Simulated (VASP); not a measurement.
Write the native input for VASP 6.6.1 that does the following.

- Task: single point
- Functional: PBE
- Dispersion: D3(BJ)
- Potentials or basis: VASP PAW PBE potentials, release 64 (C)
- Cutoff: 520 eV
- k mesh: 15 × 15 × 1
- Occupations: gaussian, width 0.1 eV
- Spin: no spin polarisation
- Dipole correction: yes
- Further INCAR settings: ALGO = Normal; EDIFF = 1e-07; NBANDS = 16

The structure of C lies in POSCAR:

```
C
1.0
    2.4656524409      0.0000000000      0.0000000000
   -1.2328262205      2.1353176507      0.0000000000
    0.0000000000      0.0000000000     17.5000663885
C
4
Direct
    0.6666666667      0.3333333333      0.2571437784
    0.3333333333      0.6666666667      0.2571418816
    0.6666666667      0.3333333333      0.4634306070
    0.3333333333      0.6666666667      0.4634287102
```

One way to write it, as run:

INCAR

```
SYSTEM = C
PREC = Accurate ; ENCUT = 520
EDIFF = 1E-7 ; ISMEAR = 0
SIGMA = 0.1 ; LREAL = .False.
LASPH = .True. ; NELM = 60
ALGO = Normal ; ISIF = 2
LWAVE = .False. ; LCHARG = .False.
LDIPOL = .True. ; IDIPOL = 3
DIPOL = 0.5 0.5 0.360 ; GGA = PE
IVDW = 12 ; NBANDS = 16
```

KPOINTS

```
regular mesh
0
Gamma
  15 15 1
  0 0 0
```

Potentials or basis: VASP PAW PBE potentials, release 64 (C).

Launch:

```sh
$ cat potpaw_PBE.64/C/POTCAR > POTCAR
$ mpirun -np 1 vasp_std > vasp.out
```

It gave:

```
Largest force              : 0.005 eV/Å
Band gap on the k mesh     : 0.43 eV, direct
Dispersion energy per atom : -0.114 eV
```

Wall time 110 s on 1 thread of AMD EPYC 7R13, on a shared host, peak memory 0.18 GiB.
